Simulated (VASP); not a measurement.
Write the native input for VASP 6.6.1 that does the following.

| Quantity | Value |
| --- | --- |
| Task | relaxation of cell and atoms |
| Functional | PBE |
| Potentials or basis | VASP PAW PBE potentials, release 64 (Si, B) |
| Cutoff | 500 eV |
| k mesh | 10 × 10 × 8 |
| Occupations | gaussian, width 0.1 eV |
| Spin | no spin polarisation |
| Dipole correction | no |
| Further INCAR settings | ALGO = Normal; EDIFF = 1e-07; IBRION = 2; EDIFFG = -0.01; NSW = 100; ISIF = 3 |

The structure of SiB2 lies in POSCAR:

```
SiB2
1.0
    4.0741656464      0.0000000000      0.0000000000
    0.0000000000      4.0741656464      0.0000000000
    0.0000000000      0.0000000000      5.0557527812
Si B
2 4
Direct
    0.5000000000      0.5000000000      0.0000000000
    0.0000000000      0.0000000000      0.5000000000
    0.1369003226      0.3630996774      0.2500000000
    0.8630996774      0.6369003226      0.2500000000
    0.3630996774      0.8630996774      0.7500000000
    0.6369003226      0.1369003226      0.7500000000
```

The cell was built from a structure type or drawn by symmetry, and may not be a known phase.

The input as run:

INCAR

```
ALGO     = Normal         # electronic algorithm
EDIFF    = 1E-7           # SCF threshold, eV
EDIFFG   = -0.01          # ionic threshold
ENCUT    = 500            # plane-wave cutoff, eV
GGA      = PE             # functional
GGA_COMPAT= F            
IBRION   = 2              # ionic algorithm
ISIF     = 3              # what is computed and relaxed
ISMEAR   = 0              # smearing method
LASPH    = T              # aspherical terms in the spheres
LCHARG   = F              # write CHGCAR
LREAL    = F              # projectors in reciprocal space
LWAVE    = F              # write WAVECAR
NELM     = 120            # most SCF steps
NELMIN   = 4            
NSW      = 100            # ionic steps
PREC     = Accurate       # precision mode
SIGMA    = 0.1            # smearing width, eV
```

KPOINTS

```
k-points
0
Gamma
  10 10 8
```

Potentials or basis: VASP PAW PBE potentials, release 64 (Si, B).

Launch:

```bash
$ cat potpaw_PBE.64/Si/POTCAR potpaw_PBE.64/B/POTCAR > POTCAR
$ mpirun -np 1 vasp_std > vasp.out
```

It gave:

```
Relaxed volume                        : 14.01 Å³/atom
Relaxed cell                          : a = 4.114 Å, b = 4.114 Å, c = 4.965 Å, α = 90.00°, β = 90.00°, γ = 90.00°
Space group after relaxing (to 0.1 Å) : P-4n2 (No. 118)
Energy gained by relaxing             : 1.2 meV/atom
Ionic steps                           : 7
Pressure after relaxing               : 0.0 GPa
Largest force after relaxing          : 0.004 eV/Å
Band gap on the k mesh                : zero (bands 10 and 11 overlap by 1.75 eV)
```

It took 2.7 min on 1 thread of Intel(R) Xeon(R) 6975P-C (Granite Rapids), on a shared host, peak memory 0.25 GiB.
